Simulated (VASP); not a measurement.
# C: single point with PBE+D3(BJ)

The system is C.

```
C
1.0
     2.13485   -1.23254   -0.00836
     2.13485    1.23254   -0.00836
    -1.39771    0.00000    3.36327
C
2
Cartesian
  3.5581 0.0000 -0.0131
  -0.6861 0.0000 3.3597
```

```json
{
 "Program": "VASP 6.6.1",
 "Task": "single point",
 "Functional": "PBE",
 "Dispersion": "D3(BJ)",
 "Potentials or basis": "VASP PAW PBE potentials, release 64 (C)",
 "Cutoff": "520 eV",
 "k mesh": "12 × 12 × 6",
 "Occupations": "gaussian, width 0.02 eV",
 "Spin": "no spin polarisation"
}
```

```yaml
Pressure: 0.4 GPa
Dispersion_energy_per_atom: -0.156 eV
```

Stress tensor (GPa, compression positive):
```
 0.70  0.00 -0.02
 0.00  0.70  0.00
-0.02  0.00 -0.14
```

It took 33 s on 1 thread of Intel(R) Xeon(R) Platinum 8259CL CPU @ 2.50GHz (Skylake/Cascade Lake) (shared host), peak memory 0.15 GiB.
